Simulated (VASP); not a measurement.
Write the native input for VASP 6.6.1 that does the following.

```
Task                   : single point
Functional             : PBEsol
Potentials or basis    : VASP PAW PBE potentials, release 64 (Y_sv, Se)
Cutoff                 : 520 eV
k mesh                 : 14 × 14 × 14
Occupations            : gaussian, width 0.15 eV
Spin                   : no spin polarisation
Dipole correction      : no
Further INCAR settings : ALGO = Normal; EDIFF = 1e-06; NBANDS = 16
```

The structure of YSe lies in POSCAR:

```
YSe
1.0
    0.0000000000      2.8750000000      2.8750000000
    2.8750000000      0.0000000000      2.8750000000
    2.8750000000      2.8750000000      0.0000000000
Y Se
1 1
Direct
    0.0000000000      0.0000000000      0.0000000000
    0.5000000000      0.5000000000      0.5000000000
```

One way to write it, as run:

INCAR

```
PREC = Accurate
ENCUT = 520
EDIFF = 1E-6
ISMEAR = 0
SIGMA = 0.15
LREAL = False
LASPH = True
NELM = 80
ALGO = Normal
ISIF = 2
LWAVE = False
LCHARG = False
GGA = PS
NBANDS = 16
```

KPOINTS

```
regular mesh
0
Gamma
  14 14 14
```

Potentials or basis: VASP PAW PBE potentials, release 64 (Y_sv, Se).

The run is started by

```sh
$ cat potpaw_PBE.64/Y_sv/POTCAR potpaw_PBE.64/Se/POTCAR > POTCAR
$ mpirun -np 1 vasp_std > vasp.out
```

It gave:

The pressure is -2.5 GPa.

Caveat: the PAW data sets were made with another functional, which shifts forces and pressure a little.

Run time: 89 s on 1 thread of Intel(R) Xeon(R) Platinum 8259CL CPU @ 2.50GHz (Skylake/Cascade Lake), on a shared host, peak memory 0.25 GiB.
